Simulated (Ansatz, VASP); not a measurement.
# Yb, level by level in two programs

```xyz
2
Lattice="3.8799 0.0000 0.0000 -1.9400 3.3601 0.0000 0.0000 0.0000 6.3859" Properties=species:S:1:pos:R:3 pbc="T T T"
Yb    1.9400    1.1200    4.7894
Yb    0.0000    2.2401    1.5965
```

Single points on this cell with VASP 6.6.1 and Ansatz 0.2.0. Each row is one pair of runs. Alike in all rows: smearing: fermi-dirac, width 0.05 eV; VASP's potentials, cutoff: VASP PAW PBE potentials, release 64 (Yb), 520 eV; Ansatz's potentials, cutoff: Ansatz PAW, 420 eV.

```tsv
level	spin	k mesh	pressure (GPa), VASP	pressure (GPa), Ansatz
PBE	off	8 × 8 × 4	-1.9	-2.2
PBE	collinear, zero start	7 × 7 × 4	?	-2.2
PBE	collinear, typed start	7 × 7 × 4	-4.1	-2.2
```

Task: Fill in what VASP gave in row 2.

Result: Pressure (GPa): -2.0.

Spin-orbit coupling is off throughout.
